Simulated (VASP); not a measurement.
Set up this calculation in VASP 6.6.1, as the native input.

```yaml
Task: single point
Functional: PBE
Dispersion: D3(BJ)
Potentials_or_basis: VASP PAW PBE potentials, release 64 (C)
Cutoff: 520 eV
k_mesh: 15 × 15 × 1
Occupations: gaussian, width 0.1 eV
Spin: no spin polarisation
Dipole_correction: yes
Further_INCAR_settings: ALGO = Normal; EDIFF = 1e-07; NBANDS = 16
```

The structure of C lies in POSCAR:

```
C
1.0
    2.4657189577      0.0000000000      0.0000000000
   -1.2328594788      2.1353752560      0.0000000000
    0.0000000000      0.0000000000     17.5000000000
C
4
Direct
    0.3333333333      0.6666666667      0.2571428571
    0.6666666667      0.3333333333      0.2571428571
    0.6666666667      1.3333333333      0.4462857143
    0.3333333333      1.6666666667      0.4462857143
```

These files were run (other wordings do the same):

INCAR

```
PREC = Accurate
ENCUT = 520
EDIFF = 1E-7
ISMEAR = 0
SIGMA = 0.1
LREAL = F
LASPH = T
NELM = 100
ALGO = Normal
ISIF = 2
LWAVE = F
LCHARG = F
LDIPOL = T
IDIPOL = 3
DIPOL = 0.5 0.5 0.352
GGA = PE
IVDW = 12
NBANDS = 16
```

KPOINTS

```
Automatic mesh
0
Gamma
  15 15 1
```

Potentials or basis: VASP PAW PBE potentials, release 64 (C).

The run is started by

```bash
$ cat potpaw_PBE.64/C/POTCAR > POTCAR
$ mpirun -np 1 vasp_std > vasp.out
```

It gave:

The largest force is 0.064 eV/Å, the band gap on the k mesh is 0.73 eV, direct and the dispersion energy per atom is -0.121 eV.

Run time: 37 s on 1 thread of Intel(R) Xeon(R) Platinum 8375C CPU @ 2.90GHz (Ice Lake), on a shared host, peak memory 0.21 GiB.
